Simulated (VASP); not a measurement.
CaO: single point with r2SCAN

The system is CaO.

```
Ca O
1.0
     2.75195    0.00000    0.00000
     0.00000    2.90321    0.00000
     0.00000    0.00000    2.90321
Ca O
1 1
Direct
  0.00000 0.00000 0.00000
  0.50000 0.50000 0.50000
```

This cell differs from its parent crystal: uniaxial x strain -5.2%.

```yaml
Program: VASP 6.6.1
Task: single point
Functional: r2SCAN
Potentials_or_basis: VASP PAW PBE potentials, release 64 (Ca_sv, O)
Cutoff: 520 eV
k_mesh: 8 × 8 × 8
Occupations: gaussian, width 0.01 eV
Spin: no spin polarisation
Dipole_correction: no
Further_INCAR_settings: ALGO = Normal; EDIFF = 1e-06; NBANDS = 15
```

```yaml
Pressure: 8.7 GPa
Band_gap_on_the_k_mesh: 2.88 eV, indirect (least direct gap 3.13 eV)
```

Stress tensor (GPa, compression positive):
```
23.98  0.00  0.00
 0.00  1.02  0.00
 0.00  0.00  1.02
```

Levels at points of the mesh, in eV from the valence-band top:
| k point | band 4 | band 5 | band 6 | band 7 | band 8 | band 9 | band 10 | band 11 | band 12 | band 13 |
| --- | --- | --- | --- | --- | --- | --- | --- | --- | --- | --- |
| (0.00, 0.00, 0.00) | -20.41 | -17.90 | -0.78 | -0.78 | -0.25 | 2.88 | 2.90 | 6.47 | 8.82 | 9.16 |
| (0.50, 0.00, 0.00) | -20.37 | -16.41 | -4.25 | -1.33 | -1.33 | 4.24 | 8.24 | 8.43 | 8.43 | 9.27 |
| (0.00, 0.50, 0.00) | -20.29 | -16.43 | -4.27 | -1.46 | -0.73 | 3.82 | 7.61 | 8.95 | 8.98 | 9.44 |
| (0.50, 0.50, 0.00) | -20.27 | -17.12 | -2.60 | -2.42 | -0.45 | 4.43 | 4.88 | 6.56 | 7.08 | 10.67 |
| (0.00, 0.50, 0.50) | -20.20 | -17.29 | -2.54 | -2.54 | 0.00 | 3.96 | 5.75 | 7.45 | 7.45 | 10.30 |
| (0.50, 0.50, 0.50) | -21.22 | -16.57 | -4.03 | -4.03 | -3.99 | 8.43 | 8.43 | 8.94 | 10.51 | 10.91 |

Run time: 51 s on 1 thread of Intel(R) Xeon(R) 6975P-C (Granite Rapids), on a shared host, peak memory 0.15 GiB.

Caveat: the cell differs from its parent crystal (uniaxial x strain -5.2%); the PAW data sets were made with another functional, which shifts forces and pressure a little. A k mesh can miss the band edges.
